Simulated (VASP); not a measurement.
Runs of VASP 6.6.1 on GaP. The structure is that of space group I-4m2 (No. 119), or close to it. The cells are those of the table. 

```tsv
cell	gap on the mesh (eV)	pressure (GPa)
a = 3.966, b = 3.757 Å, angles 61.7, 56.5, 61.7°, 2 atoms	(a)	0.1
a = 3.941, b = 3.802 Å, angles 61.2, 57.7, 61.2°, 2 atoms	1.34	0.0
a = 3.830, b = 4.029 Å, angles 58.3, 63.5, 58.3°, 2 atoms	0.72	0.0
a = 3.871, b = 3.938 Å, angles 59.4, 61.2, 59.4°, 2 atoms	1.36	0.0
a = 3.850, b = 3.984 Å, angles 58.8, 62.3, 58.8°, 2 atoms	(b)	0.0
```

Alike in all rows: task single point; level PBE; potentials or basis VASP PAW PBE potentials, release 64 (Ga_d, P); no spin polarisation; k mesh 8 × 8 × 8; cutoff (eV) 520; smearing gaussian 0.05 eV.

**Question.** Fill in the values left out.

**Answer.** (a) 1.15; (b) 1.03.

A k mesh can miss the band edges, and the runs leave out spin-orbit coupling on Ga.
